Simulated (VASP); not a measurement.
# SiC (F-43m) in VASP: notebook

Runs on SiC. Level: PBE. Tasks: single point.

Everything below comes from runs of VASP 6.6.1. Logs are shortened: lines on timing, memory, paths and dates and some standing lists are left out, and cuts for length are marked.

**1. The cell of the first run**

It takes space group F-43m (No. 216, cubic). Conventional cell: a = 4.235 Å, b = 4.235 Å, c = 4.235 Å, α = 90.00°, β = 90.00°, γ = 90.00°. Within 2.4 Å of Si (site symmetry -43m) lie 4 C at 1.83 Å. C (site symmetry -43m) has 4 Si at 1.83 Å within 2.4 Å.

**2. Single point, PBE**

INCAR reads:

```
SYSTEM = SiC
ALGO = Normal
EDIFF = 1E-7
ENCUT = 520
GGA = PE
ISIF = 2
ISMEAR = 0
LASPH = .True.
LCHARG = .False.
LREAL = .False.
LWAVE = .False.
NBANDS = 11
NELM = 60
PREC = Accurate
SIGMA = 0.05
```

KPOINTS reads:

```
k-points
0
Gamma
  12 12 12
  0 0 0
```

POSCAR reads:

```
SiC
1.0
    0.0000000000      2.1173914754      2.1173914754
    2.1173914754      0.0000000000      2.1173914754
    2.1173914754      2.1173914754      0.0000000000
Si C
1 1
Direct
    0.0000000000      0.0000000000      0.0000000000
    0.7500000000      0.7500000000      0.7500000000
```

Potentials or basis: VASP PAW PBE potentials, release 64 (Si, C).

Command:

```
> cat potpaw_PBE.64/Si/POTCAR potpaw_PBE.64/C/POTCAR > POTCAR
> mpirun -np 1 vasp_std > vasp.out
```

OUTCAR:

```text
SYSTEM = SiC
   EDIFF = 1E-7
   ENCUT = 520
   GGA = PE
   ISIF = 2
   ISMEAR = 0
   LASPH = .True.
   LREAL = .False.
   NELM = 60
   PREC = Accurate

 ion  position               nearest neighbor table
   1  0.000  0.000  0.000-   2 1.83   2 1.83   2 1.83   2 1.83
   2  0.750  0.750  0.750-   1 1.83   1 1.83   1 1.83   1 1.83

  LATTYP: Found a face centered cubic cell.
 ALAT       =     4.2347829508

  Lattice vectors:

 A1 = (   0.0000000000,   2.1173914754,   2.1173914754)
 A2 = (   2.1173914754,   0.0000000000,   2.1173914754)
 A3 = (   2.1173914754,   2.1173914754,   0.0000000000)

Analysis of symmetry for initial positions (statically):
=====================================================================
 Subroutine PRICEL returns:
 Original cell was already a primitive cell.

 Routine SETGRP: Setting up the symmetry group for a
 face centered cubic supercell.

 Subroutine GETGRP returns: Found 24 space group operations
 (whereof 24 operations were pure point group operations)
 out of a pool of 48 trial point group operations.

The static configuration has the point symmetry T_d .

Analysis of symmetry for dynamics (positions and initial velocities):
=====================================================================
 Subroutine PRICEL returns:
 Original cell was already a primitive cell.

 Routine SETGRP: Setting up the symmetry group for a
 face centered cubic supercell.

 Subroutine GETGRP returns: Found 24 space group operations
 (whereof 24 operations were pure point group operations)
 out of a pool of 48 trial point group operations.

The dynamic configuration has the point symmetry T_d .

 Subroutine INISYM returns: Found 24 space group operations
 (whereof 24 operations are pure point group operations),
 and found     1 'primitive' translations

----------------------------------------------------------------------------------------

                                     Primitive cell

  volume of cell :      18.9860

  direct lattice vectors                    reciprocal lattice vectors
     0.000000000  2.117391475  2.117391475    -0.236139611  0.236139611  0.236139611
     2.117391475  0.000000000  2.117391475     0.236139611 -0.236139611  0.236139611
     2.117391475  2.117391475  0.000000000     0.236139611  0.236139611 -0.236139611

  length of vectors
     2.994443741  2.994443741  2.994443741     0.409005804  0.409005804  0.409005804

  position of ions in fractional coordinates (direct lattice)
     0.000000000  0.000000000  0.000000000
     0.750000000  0.750000000  0.750000000

  ion indices of the primitive-cell ions
[... 85 lines left out ...]
   PSTRESS=    0.0 pullay stress
   NELECT =       8.0000    total number of electrons
   NUPDOWN=      -1.0000    fix difference up-down
   EMIN   =  10.00;   EMAX   =-10.00  energy-range for DOS
   EFERMI =   0.00;   METHOD = LEGACY
   ISMEAR =     0;   SIGMA  =   0.05  broadening in eV -4-tet -1-fermi 0-gaus
   EFERMI_NEDOS =   21; number of points for ismear=-14 and -15
   IALGO  =     38    algorithm
   IMIX   =      4    mixing-type and parameters
     AMIX     =   0.40;   BMIX     =  1.00
     AMIX_MAG =   1.60;   BMIX_MAG =  1.00
  volume/ion in A,a.u.               =       9.49        64.06
  Fermi-wavevector in a.u.,A,eV,Ry     =   1.227327  2.319312 20.494890  1.506332
  Thomas-Fermi vector in A             =   2.362295
   LORBIT       =      0    0 simple, 1 ext, 2 COOP (PROOUT), +10 PAW based schemes
   GGA     = PE    functional components
   LHFCALC =     F    Hartree Fock is set to
   AEXX    =    0.0000 exact exchange contribution
   IVDW    =     0    specifies the selected vdW correction
   LEPSILON=     F    determine dielectric tensor
   LRPA    =     F    only Hartree local field effects (RPA)
 non-spin polarized calculation
 Gauss-broadening in eV      SIGMA  =   0.05
  energy-cutoff  :      520.00
  volume of cell :       18.99
 maximum number of plane-waves:       532
 NGX is ok and might be reduce to    24
   NGX = 11   NGY = 11   NGZ = 11

 number of electron       7.9999999 magnetization

 Free energy of the ion-electron system (eV)
  ---------------------------------------------------
  ext. energy  EPLUGINS =         0.00000000
  ---------------------------------------------------
  free energy    TOTEN  =       -14.90985608 eV

  energy without entropy =      -14.90985608  energy(sigma->0) =      -14.90985608

 E-fermi :   9.3815     XC(G=0): -11.7361

 val. band max:        9.1013538042   @ k =   0.0000   0.0000   0.0000
 cond. band min:      10.3732215220   @ k =   0.5000   0.5000   0.0000
 fundamental gap:      1.2718677178
 Fermi energy:         9.3815499652

 k-point     1 :       0.0000    0.0000    0.0000
  band No.  band energies     occupation
      1      -6.9932      2.00000
      2       9.1014      2.00000
      3       9.1014      2.00000
      4       9.1014      2.00000
      5      16.3530      0.00000
      6      17.0345      0.00000
      7      17.0345      0.00000
      8      17.0345      0.00000
      9      24.1260      0.00000
     10      24.1260      0.00000
     11      26.9551      0.00000
[... 309 lines left out ...]
 k-point    24 :      -0.4167    0.1667    0.0000
  band No.  band energies     occupation
      1      -2.7576      2.00000
      2       0.6664      2.00000
      3       5.9102      2.00000
      4       7.5411      2.00000
      5      14.5168      0.00000
      6      17.5371      0.00000
      7      18.1015      0.00000
      8      21.1215      0.00000
      9      24.6570      0.00000
     10      25.2723      0.00000
     11      28.2909      0.00000

 [... further k-points ...]

------------------------ aborting loop because EDIFF is reached ----------------------------------------

  FORCE on cell =-STRESS in cart. coord.  units (eV):
  Direction    XX          YY          ZZ          XY          YZ          ZX
  --------------------------------------------------------------------------------------
  -------------------------------------------------------------------------------------
  Total        3.0819193      3.0819193      3.0819193      0.0000000     -0.0000000     -0.0000000
  in kB      260.0748577    260.0748577    260.0748577      0.0000000     -0.0000000     -0.0000000
  external PRESSURE =     260.0748577 kB  Pullay stress =       0.0000000 kB

 VOLUME and BASIS-vectors are now :
 -----------------------------------------------------------------------------
  energy-cutoff  :      520.00
  volume of cell :       18.99
      direct lattice vectors                 reciprocal lattice vectors
     0.000000000  2.117391475  2.117391475    -0.236139611  0.236139611  0.236139611
     2.117391475  0.000000000  2.117391475     0.236139611 -0.236139611  0.236139611
     2.117391475  2.117391475  0.000000000     0.236139611  0.236139611 -0.236139611

 POSITION                                       TOTAL-FORCE (eV/Angst)
 -----------------------------------------------------------------------------------
      0.00000      0.00000      0.00000        -0.000000     -0.000000      0.000000
      3.17609      3.17609      3.17609         0.000000      0.000000     -0.000000
 -----------------------------------------------------------------------------------
    total drift:                               -0.000000     -0.000000     -0.000000

  FREE ENERGIE OF THE ION-ELECTRON SYSTEM (eV)
  ---------------------------------------------------
  free  energy   TOTEN  =       -14.9098560794 eV

  energy  without entropy=      -14.9098560794  energy(sigma->0) =      -14.90985608
```

stdout:

```text
POSCAR found type information on POSCAR SiC
 POSCAR found :  2 types and       2 ions
 scaLAPACK will be used
 LDA part: xc-table for (Slater+PW92), standard interpolation
 POSCAR, INCAR and KPOINTS ok, starting setup
 FFT: planning ... GRIDC
 FFT: planning ... GRID_SOFT
 FFT: planning ... GRID
 WAVECAR not read
 entering main loop
```

It took 8.4 s on 1 thread of Intel Xeon Platinum 8488C (Sapphire Rapids), shared host; peak memory 0.13 GiB.

Results:

| Item | Value |
| --- | --- |
| Free energy | -14.9099 eV |
| Pressure | 26.0 GPa |
| Band gap on the k mesh | 1.27 eV, indirect (least direct gap 4.62 eV) |

Levels at points of the mesh, in eV from the valence-band top:
| k point | band 2 | band 3 | band 4 | band 5 | band 6 | band 7 |
| --- | --- | --- | --- | --- | --- | --- |
| (0.00, 0.00, 0.00) | 0.00 | 0.00 | 0.00 | 7.25 | 7.93 | 7.93 |
| (0.50, 0.00, 0.00) | -9.02 | -1.07 | -1.07 | 6.23 | 7.58 | 7.58 |
| (0.50, 0.50, 0.00) | -8.08 | -3.35 | -3.35 | 1.27 | 4.63 | 15.06 |

**3. Single point, PBE**

This run uses another cell than the first one, of 10.25 Å³/atom, 1.080 times its volume.

INCAR reads:

```
SYSTEM = SiC
PREC     = Accurate       ! precision mode
ENCUT    = 520            ! plane-wave cutoff, eV
EDIFF    = 1E-7           ! SCF threshold, eV
ISMEAR   = 0              ! smearing method
SIGMA    = 0.05           ! smearing width, eV
LREAL    = .False.        ! projectors in reciprocal space
LASPH    = .True.         ! aspherical terms in the spheres
NELM     = 100            ! most SCF steps
ALGO     = Normal         ! electronic algorithm
ISIF     = 2              ! what is computed and relaxed
LWAVE    = .False.        ! write WAVECAR
LCHARG   = .False.        ! write CHGCAR
GGA      = PE             ! functional
NBANDS   = 11             ! bands
```

KPOINTS reads:

```
regular mesh
0
Gamma
  12 12 12
  0 0 0
```

POSCAR reads:

```
SiC
1.0
    0.0000000000      2.1721700986      2.1721700986
    2.1721700986      0.0000000000      2.1721700986
    2.1721700986      2.1721700986      0.0000000000
Si C
1 1
Direct
    0.0000000000      0.0000000000      0.0000000000
    0.7500000000      0.7500000000      0.7500000000
```

Potentials or basis: VASP PAW PBE potentials, release 64 (Si, C).

Command:

```
> cat potpaw_PBE.64/Si/POTCAR potpaw_PBE.64/C/POTCAR > POTCAR
> mpirun -np 1 vasp_std > vasp.out
```

OUTCAR:

```text
SYSTEM = SiC
   PREC = Accurate
   ENCUT = 520
   EDIFF = 1E-7
   ISMEAR = 0
   LREAL = .False.
   LASPH = .True.
   NELM = 100
   ISIF = 2
   GGA = PE

 ion  position               nearest neighbor table
   1  0.000  0.000  0.000-   2 1.88   2 1.88   2 1.88   2 1.88
   2  0.750  0.750  0.750-   1 1.88   1 1.88   1 1.88   1 1.88

  LATTYP: Found a face centered cubic cell.
 ALAT       =     4.3443401972

  Lattice vectors:

 A1 = (   0.0000000000,   2.1721700986,   2.1721700986)
 A2 = (   2.1721700986,   0.0000000000,   2.1721700986)
 A3 = (   2.1721700986,   2.1721700986,   0.0000000000)

Analysis of symmetry for initial positions (statically):
=====================================================================
 Subroutine PRICEL returns:
 Original cell was already a primitive cell.

 Routine SETGRP: Setting up the symmetry group for a
 face centered cubic supercell.

 Subroutine GETGRP returns: Found 24 space group operations
 (whereof 24 operations were pure point group operations)
 out of a pool of 48 trial point group operations.

The static configuration has the point symmetry T_d .

Analysis of symmetry for dynamics (positions and initial velocities):
=====================================================================
 Subroutine PRICEL returns:
 Original cell was already a primitive cell.

 Routine SETGRP: Setting up the symmetry group for a
 face centered cubic supercell.

 Subroutine GETGRP returns: Found 24 space group operations
 (whereof 24 operations were pure point group operations)
 out of a pool of 48 trial point group operations.

The dynamic configuration has the point symmetry T_d .

 Subroutine INISYM returns: Found 24 space group operations
 (whereof 24 operations are pure point group operations),
 and found     1 'primitive' translations

----------------------------------------------------------------------------------------

                                     Primitive cell

  volume of cell :      20.4980

  direct lattice vectors                    reciprocal lattice vectors
[... 112 lines left out ...]
   GGA     = PE    functional components
   LHFCALC =     F    Hartree Fock is set to
   AEXX    =    0.0000 exact exchange contribution
   IVDW    =     0    specifies the selected vdW correction
   LEPSILON=     F    determine dielectric tensor
   LRPA    =     F    only Hartree local field effects (RPA)
 non-spin polarized calculation
 Gauss-broadening in eV      SIGMA  =   0.05
  energy-cutoff  :      520.00
  volume of cell :       20.50
 maximum number of plane-waves:       568
   NGX = 11   NGY = 11   NGZ = 11

 number of electron       8.0000001 magnetization

 Free energy of the ion-electron system (eV)
  ---------------------------------------------------
  ext. energy  EPLUGINS =         0.00000000
  ---------------------------------------------------
  free energy    TOTEN  =       -15.05260642 eV

  energy without entropy =      -15.05260642  energy(sigma->0) =      -15.05260642

 E-fermi :   8.5142     XC(G=0): -11.3974

 val. band max:        8.2128159092   @ k =   0.0000   0.0000   0.0000
 cond. band min:       9.5610865985   @ k =   0.5000   0.5000   0.0000
 fundamental gap:      1.3482706893
 Fermi energy:         8.5141844336

 k-point     1 :       0.0000    0.0000    0.0000
  band No.  band energies     occupation
      1      -7.2645      2.00000
      2       8.2128      2.00000
      3       8.2128      2.00000
      4       8.2128      2.00000
      5      14.5574      0.00000
      6      15.5861      0.00000
      7      15.5861      0.00000
      8      15.5861      0.00000
      9      22.7747      0.00000
     10      22.7747      0.00000
     11      24.8406      0.00000
[... 309 lines left out ...]
 k-point    24 :      -0.4167    0.1667    0.0000
  band No.  band energies     occupation
      1      -3.3389      2.00000
      2       0.1599      2.00000
      3       5.1156      2.00000
      4       6.6962      2.00000
      5      13.3894      0.00000
      6      16.0198      0.00000
      7      16.8049      0.00000
      8      19.4805      0.00000
      9      22.9956      0.00000
     10      23.6954      0.00000
     11      26.4881      0.00000

 [... further k-points ...]
[... 5 lines left out ...]
  --------------------------------------------------------------------------------------
  -------------------------------------------------------------------------------------
  Total        0.6865944      0.6865944      0.6865944      0.0000000      0.0000000      0.0000000
  in kB       53.6660180     53.6660180     53.6660180      0.0000000      0.0000000      0.0000000
  external PRESSURE =      53.6660180 kB  Pullay stress =       0.0000000 kB

 VOLUME and BASIS-vectors are now :
 -----------------------------------------------------------------------------
  energy-cutoff  :      520.00
  volume of cell :       20.50
      direct lattice vectors                 reciprocal lattice vectors
     0.000000000  2.172170099  2.172170099    -0.230184552  0.230184552  0.230184552
     2.172170099  0.000000000  2.172170099     0.230184552 -0.230184552  0.230184552
     2.172170099  2.172170099  0.000000000     0.230184552  0.230184552 -0.230184552

 POSITION                                       TOTAL-FORCE (eV/Angst)
 -----------------------------------------------------------------------------------
      0.00000      0.00000      0.00000        -0.000000     -0.000000     -0.000000
      3.25826      3.25826      3.25826         0.000000      0.000000      0.000000
 -----------------------------------------------------------------------------------
    total drift:                               -0.000000     -0.000000     -0.000000

  FREE ENERGIE OF THE ION-ELECTRON SYSTEM (eV)
  ---------------------------------------------------
  free  energy   TOTEN  =       -15.0526064209 eV

  energy  without entropy=      -15.0526064209  energy(sigma->0) =      -15.05260642
```

Wall time 7.5 s (1 thread of Intel Xeon Platinum 8488C (Sapphire Rapids), shared host); peak memory 0.14 GiB.

Results:

```
Free energy            : -15.0526 eV
Pressure               : 5.4 GPa
Band gap on the k mesh : 1.35 eV, indirect (least direct gap 4.55 eV)
```

**4. Single point, PBE**

This run uses another cell than the first one, of 10.00 Å³/atom, 1.053 times its volume.

INCAR reads:

```
  PREC = Accurate
  ENCUT = 520
  EDIFF = 1E-6
  ISMEAR = 0
  SIGMA = 0.05
  LREAL = False
  LASPH = True
  NELM = 80
  ALGO = Normal
  ISIF = 2
  LWAVE = False
  LCHARG = True
  GGA = PE
  LELF = True
  LVHAR = True
  NBANDS = 11
```

KPOINTS reads:

```
regular mesh
0
Gamma
  12 12 12
```

POSCAR reads:

```
SiC
1.0
    0.0000000000      2.1542192250      2.1542192250
    2.1542192250      0.0000000000      2.1542192250
    2.1542192250      2.1542192250      0.0000000000
Si C
1 1
Direct
    0.0000000000      0.0000000000      0.0000000000
    0.7500000000      0.7500000000      0.7500000000
```

Command:

```
> cat potpaw_PBE.64/Si/POTCAR potpaw_PBE.64/C/POTCAR > POTCAR
> mpirun -np 1 vasp_std > vasp.out
```

Run time: 8.7 s. Hardware: 1 thread of Intel Xeon Platinum 8488C (Sapphire Rapids), shared host; peak memory 0.14 GiB.

The run converged. Its results:

```
Free energy            : -15.0262 eV
Pressure               : 11.5 GPa
Band gap on the k mesh : 1.32 eV, indirect (least direct gap 4.58 eV)
```

Levels at points of the mesh, in eV from the valence-band top:
```tsv
k point	band 1	band 2	band 3	band 4	band 5	band 6	band 7	band 8	band 9
(0.00, 0.00, 0.00)	-15.68	0.00	0.00	0.00	6.64	7.55	7.55	7.55	14.71
(0.50, 0.00, 0.00)	-11.98	-8.72	-1.06	-1.06	5.75	7.37	7.37	10.25	16.62
(0.50, 0.50, 0.00)	-10.49	-7.90	-3.25	-3.25	1.32	4.44	14.44	14.44	15.25
```

A k mesh can miss the band edges. A hybrid or GW would open this gap; PBE tends to underestimate it.

**5. Summary**

```csv
cell,gap on the mesh (eV),pressure (GPa)
"a = 2.994 Å, angles 60.0°, 2 atoms",1.27,26.0
"a = 3.072 Å, angles 60.0°, 2 atoms",1.35,5.4
"a = 3.047 Å, angles 60.0°, 2 atoms",1.32,11.5
```

Alike in all rows: task single point; level PBE; potentials or basis VASP PAW PBE potentials, release 64 (Si, C); no spin polarisation; k mesh 12 × 12 × 12; cutoff (eV) 520; smearing gaussian 0.05 eV.

Total energies depend on the potentials used, so only differences within one code and one set of settings carry meaning.
